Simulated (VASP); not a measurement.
Write the native input for VASP 6.6.1 that does the following.

* Task: single point
* Functional: r2SCAN
* Potentials or basis: VASP PAW PBE potentials, release 64 (Ba_sv, H)
* Cutoff: 520 eV
* k mesh: 4 × 8 × 4
* Occupations: fermi-dirac, width 0.02 eV
* Spin: no spin polarisation
* Dipole correction: no
* Further INCAR settings: ALGO = Normal; EDIFF = 1e-06; NBANDS = 36

BaH2:

```
CELL_PARAMETERS angstrom
6.71039 0.00000 0.00000
0.00000 4.09350 0.00000
0.00000 0.00000 7.75535
ATOMIC_POSITIONS crystal
Ba 0.25987 0.25000 0.88608
Ba 0.24013 0.75000 0.38608
Ba 0.75987 0.25000 0.61392
Ba 0.74013 0.75000 0.11392
H 0.02855 0.25000 0.18201
H 0.47145 0.75000 0.68201
H 0.52855 0.25000 0.31799
H 0.97145 0.75000 0.81799
H 0.64602 0.25000 0.92938
H 0.85398 0.75000 0.42938
H 0.14602 0.25000 0.57062
H 0.35398 0.75000 0.07062
```

The input as run:

POSCAR

```
BaH2
1.0
    6.7103907100      0.0000000000      0.0000000000
    0.0000000000      4.0934997800      0.0000000000
    0.0000000000      0.0000000000      7.7553505200
Ba H
4 8
Direct
    0.2598652396      0.2500000000      0.8860760861
    0.2401347604      0.7500000000      0.3860760861
    0.7598652396      0.2500000000      0.6139239139
    0.7401347604      0.7500000000      0.1139239139
    0.0285498992      0.2500000000      0.1820053531
    0.4714501008      0.7500000000      0.6820053531
    0.5285498992      0.2500000000      0.3179946469
    0.9714501008      0.7500000000      0.8179946469
    0.6460170323      0.2500000000      0.9293833188
    0.8539829677      0.7500000000      0.4293833188
    0.1460170323      0.2500000000      0.5706166812
    0.3539829677      0.7500000000      0.0706166812
```

INCAR.step1

```
SYSTEM = BaH2
ALGO     = Normal         ! electronic algorithm
EDIFF    = 1E-4           ! SCF threshold, eV
ENCUT    = 520            ! plane-wave cutoff, eV
GGA      = PE             ! functional
ISMEAR   = -1             ! smearing method
LASPH    = .TRUE.         ! aspherical terms in the spheres
LCHARG   = .FALSE.        ! write CHGCAR
LREAL    = .FALSE.        ! projectors in reciprocal space
LWAVE    = .TRUE.         ! write WAVECAR
NBANDS   = 36             ! bands
NELM     = 100            ! most SCF steps
PREC     = Accurate       ! precision mode
SIGMA    = 0.02           ! smearing width, eV
```

INCAR.step2

```
SYSTEM = BaH2
ALGO     = Normal         ! electronic algorithm
EDIFF    = 1E-6           ! SCF threshold, eV
ENCUT    = 520            ! plane-wave cutoff, eV
ISIF     = 2              ! what is computed and relaxed
ISMEAR   = -1             ! smearing method
ISTART   = 1            
LASPH    = .TRUE.         ! aspherical terms in the spheres
LCHARG   = .FALSE.        ! write CHGCAR
LMIXTAU  = .TRUE.       
LREAL    = .FALSE.        ! projectors in reciprocal space
LWAVE    = .FALSE.        ! write WAVECAR
METAGGA  = R2SCAN         ! meta-GGA
NBANDS   = 36             ! bands
NELM     = 100            ! most SCF steps
PREC     = Accurate       ! precision mode
SIGMA    = 0.02           ! smearing width, eV
```

KPOINTS

```
k-points
0
G
  4 8 4
  0 0 0
```

Potentials or basis: VASP PAW PBE potentials, release 64 (Ba_sv, H).

Run with:

```sh
$ cat potpaw_PBE.64/Ba_sv/POTCAR potpaw_PBE.64/H/POTCAR > POTCAR
$ cp INCAR.step1 INCAR
$ mpirun -np 1 vasp_std > vasp.out
$ cp INCAR.step2 INCAR
$ mpirun -np 1 vasp_std > vasp.out
```

It gave:

```
Pressure               : 1.9 GPa
Largest force          : 0.009 eV/Å
Band gap on the k mesh : 3.29 eV (least direct gap 3.83 eV)
```

Caveat: the PAW data sets were made with another functional, which shifts forces and pressure a little; spin-orbit coupling is left out, which moves the levels of the heavy elements.

It took 8.5 min on 1 thread of Intel(R) Xeon(R) 6975P-C (Granite Rapids), with other jobs on the host, peak memory 0.49 GiB.
